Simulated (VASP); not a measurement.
Here is a VASP 6.6.1 calculation.

The input INCAR:

```
  PREC = Accurate
  ENCUT = 520
  EDIFF = 1E-7
  ISMEAR = -1
  SIGMA = 0.05
  LREAL = False
  LASPH = True
  NELM = 60
  ALGO = Normal
  ISIF = 2
  LWAVE = False
  LCHARG = False
  GGA = PS
  NBANDS = 18
```

The input KPOINTS:

```
regular mesh
0
Gamma
  10 10 10
```

Contents of POSCAR:

```
ZnAu
1.0
    3.1470000000      0.0000000000      0.0000000000
    0.0000000000      3.1470000000      0.0000000000
    0.0000000000      0.0000000000      3.1470000000
Zn Au
1 1
Direct
    0.4400000000      0.4400000000      0.4400000000
    0.0600000000      0.0600000000      0.0600000000
```

Potentials or basis: VASP PAW PBE potentials, release 64 (Zn, Au).

Command:

```sh
$ cat potpaw_PBE.64/Zn/POTCAR potpaw_PBE.64/Au/POTCAR > POTCAR
$ mpirun -np 1 vasp_std > vasp.out
```

Question: What does it give for the largest force?

Answer: 7.885 eV/Å.

Question: Estimate the band gap on the k mesh.

Answer: Zero (an odd number of electrons rules out a gap without spin polarisation).

Question: Estimate the pressure.

Answer: 28.5 GPa.

Forces on the atoms (eV/Å):
```
Zn   4.553  4.553  4.553
Au  -4.553 -4.553 -4.553
```

Caveat: the cell differs from its parent crystal (shortest bond scaled by 0.76); the cell stands under pressure; the PAW data sets were made with another functional, which shifts forces and pressure a little; spin-orbit coupling is left out, which moves the levels of the heavy elements.
